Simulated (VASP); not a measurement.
# Hf (I4_1/amd) in VASP: notebook, part 2 of 2

VASP 6.6.1. Earlier steps stand in the parts before.

## (3) Single point, PBE (volume scaled by 0.85)

INCAR reads:

```
ALGO     = Normal         # electronic algorithm
EDIFF    = 1E-7           # SCF threshold, eV
ENCUT    = 520            # plane-wave cutoff, eV
GGA      = PE             # functional
ISIF     = 2              # what is computed and relaxed
ISMEAR   = -1             # smearing method
LASPH    = T              # aspherical terms in the spheres
LCHARG   = T              # write CHGCAR
LELF     = T              # ELF
LREAL    = F              # projectors in reciprocal space
LVHAR    = T            
LWAVE    = F              # write WAVECAR
NBANDS   = 17             # bands
NELM     = 100            # most SCF steps
PREC     = Accurate       # precision mode
SIGMA    = 0.05           # smearing width, eV
```

KPOINTS reads:

```
k-points
0
Gamma
  14 14 14
```

POSCAR reads:

```
Hf
1.0
   -2.6269914606      2.6269914606      1.4356793123
    2.6269914606     -2.6269914606      1.4356793123
    2.6269914606      2.6269914606     -1.4356793123
Hf
2
Direct
   -0.3750000000     -0.1250000000     -0.2500000000
    0.3750000000      0.1250000000      0.2500000000
```

Potentials or basis: VASP PAW PBE potentials, release 64 (Hf_pv).

Command:

```console
$ cat potpaw_PBE.64/Hf_pv/POTCAR > POTCAR
$ mpirun -np 1 vasp_std > vasp.out
```

OUTCAR:

```text
EDIFF = 1E-7
   ENCUT = 520
   GGA = PE
   ISIF = 2
   ISMEAR = -1
   LASPH = T
   LREAL = F
   NELM = 100
   PREC = Accurate

 ion  position               nearest neighbor table
   1  0.625  0.875  0.750-   2 2.72   2 2.72   2 2.72   2 2.72   2 3.40   2 3.40   2 3.40   2 3.40

   2  0.375  0.125  0.250-   1 2.72   1 2.72   1 2.72   1 2.72   1 3.40   1 3.40   1 3.40   1 3.40

  LATTYP: Found a body centered tetragonal cell.
 ALAT       =     5.2539829212
 C/A-ratio  =     0.5465108409

  Lattice vectors:

 A1 = (  -2.6269914606,   2.6269914606,   1.4356793123)
 A2 = (   2.6269914606,  -2.6269914606,   1.4356793123)
 A3 = (   2.6269914606,   2.6269914606,  -1.4356793123)

Analysis of symmetry for initial positions (statically):
=====================================================================
 Subroutine PRICEL returns:
 Original cell was already a primitive cell.

 Routine SETGRP: Setting up the symmetry group for a
 body centered tetragonal supercell.

 Subroutine GETGRP returns: Found 16 space group operations
 (whereof  4 operations were pure point group operations)
 out of a pool of 16 trial point group operations.

The static configuration has the point symmetry C_2h.
 The point group associated with its full space group is D_4h.

Analysis of symmetry for dynamics (positions and initial velocities):
=====================================================================
 Subroutine PRICEL returns:
 Original cell was already a primitive cell.

 Routine SETGRP: Setting up the symmetry group for a
 body centered tetragonal supercell.

 Subroutine GETGRP returns: Found 16 space group operations
 (whereof  4 operations were pure point group operations)
 out of a pool of 16 trial point group operations.

The dynamic configuration has the point symmetry C_2h.
[... 109 lines left out ...]
   TEBEG  =    0.0;   TEEND  =   0.0 temperature during run
   PSTRESS=    0.0 pullay stress
   NELECT =      20.0000    total number of electrons
   NUPDOWN=      -1.0000    fix difference up-down
   EMIN   =  10.00;   EMAX   =-10.00  energy-range for DOS
   EFERMI =   0.00;   METHOD = LEGACY
   ISMEAR =    -1;   SIGMA  =   0.05  broadening in eV -4-tet -1-fermi 0-gaus
   EFERMI_NEDOS =   21; number of points for ismear=-14 and -15
   IALGO  =     38    algorithm
   IMIX   =      4    mixing-type and parameters
     AMIX     =   0.40;   BMIX     =  1.00
     AMIX_MAG =   1.60;   BMIX_MAG =  1.00
  volume/ion in A,a.u.               =      19.82       133.72
  Fermi-wavevector in a.u.,A,eV,Ry     =   1.303387  2.463043 23.113803  1.698817
  Thomas-Fermi vector in A             =   2.434392
   LORBIT       =      0    0 simple, 1 ext, 2 COOP (PROOUT), +10 PAW based schemes
   GGA     = PE    functional components
   LHFCALC =     F    Hartree Fock is set to
   AEXX    =    0.0000 exact exchange contribution
   IVDW    =     0    specifies the selected vdW correction
   LEPSILON=     F    determine dielectric tensor
   LRPA    =     F    only Hartree local field effects (RPA)
 non-spin polarized calculation
  energy-cutoff  :      520.00
  volume of cell :       39.63
 maximum number of plane-waves:      1109
 NGX is ok and might be reduce to    30
   NGX = 15   NGY = 15   NGZ = 15

 number of electron      19.9999999 magnetization

 Free energy of the ion-electron system (eV)
  ---------------------------------------------------
  ext. energy  EPLUGINS =         0.00000000
  ---------------------------------------------------
  free energy    TOTEN  =       -18.19566461 eV

  energy without entropy =      -18.17750081  energy(sigma->0) =      -18.18658271

 E-fermi :   5.2878     XC(G=0): -11.8045

 val. band max:        5.2875610560   @ k =  -0.3571   0.0714   0.0000
 cond. band min:       5.2938570212   @ k =  -0.3571  -0.3571   0.3571
 fundamental gap:      0.0062959652
 Fermi energy:         5.2878356858

 k-point     1 :       0.0000    0.0000    0.0000
  band No.  band energies     occupation
      1     -25.4059      2.00000
      2     -25.4059      2.00000
      3     -24.0638      2.00000
      4     -24.0442      2.00000
      5     -24.0377      2.00000
      6     -24.0377      2.00000
[... 457 lines left out ...]
      4     -24.8509      2.00000
      5     -24.1865      2.00000
      6     -24.0251      2.00000
[... 9 lines left out ...]
     16      12.1950      0.00000
     17      13.7311      0.00000

 [... further k-points ...]
[... 5 lines left out ...]
  --------------------------------------------------------------------------------------
  -------------------------------------------------------------------------------------
  Total        4.5007875      4.5007875      4.5358058     -0.0000000     -0.0000000      0.0000000
  in kB      181.9551444    181.9551444    183.3708407     -0.0000000     -0.0000000      0.0000000
  external PRESSURE =     182.4270431 kB  Pullay stress =       0.0000000 kB

 VOLUME and BASIS-vectors are now :
 -----------------------------------------------------------------------------
  energy-cutoff  :      520.00
  volume of cell :       39.63
      direct lattice vectors                 reciprocal lattice vectors
    -2.626991461  2.626991461  1.435679312     0.000000000  0.190331795  0.348267190
     2.626991461 -2.626991461  1.435679312     0.190331795  0.000000000  0.348267190
     2.626991461  2.626991461 -1.435679312     0.190331795  0.190331795  0.000000000

 POSITION                                       TOTAL-FORCE (eV/Angst)
 -----------------------------------------------------------------------------------
      2.62699      1.31350      1.07676        -0.000000     -0.000000      0.000000
      0.00000      1.31350      0.35892         0.000000      0.000000     -0.000000
 -----------------------------------------------------------------------------------
    total drift:                                0.000000     -0.000000      0.000000

  FREE ENERGIE OF THE ION-ELECTRON SYSTEM (eV)
  ---------------------------------------------------
  free  energy   TOTEN  =       -18.1956646144 eV

  energy  without entropy=      -18.1775008085  energy(sigma->0) =      -18.18658271
```

It took 2 min on 1 thread of Intel Xeon Platinum 8559C (Emerald Rapids), shared host; peak memory 0.27 GiB.

Results:

```yaml
Free_energy: -18.1957 eV
Pressure: 18.2 GPa
Band_gap_on_the_k_mesh: zero (band 10 reaches 5.61 eV, above the bottom of band 11 at 4.55 eV)
```

Levels at points of the mesh, in eV from the Fermi level:
| k point | band 7 | band 8 | band 9 | band 10 | band 11 | band 12 | band 13 | band 14 |
| --- | --- | --- | --- | --- | --- | --- | --- | --- |
| (0.00, 0.00, 0.00) | -7.14 | -3.67 | -1.27 | -1.09 | 0.23 | 4.26 | 4.26 | 4.43 |
| (0.50, 0.00, 0.00) | -3.15 | -2.76 | -1.19 | -0.22 | 1.28 | 1.96 | 2.20 | 4.25 |
| (0.50, 0.50, 0.00) | -3.73 | -3.73 | -0.60 | -0.60 | 1.18 | 1.18 | 2.67 | 2.67 |
| (0.50, 0.50, 0.50) | -3.37 | -3.37 | 0.22 | 0.22 | 0.65 | 0.65 | 3.77 | 3.77 |

Caveat: spin-orbit coupling is left out, which moves the levels of the heavy elements.
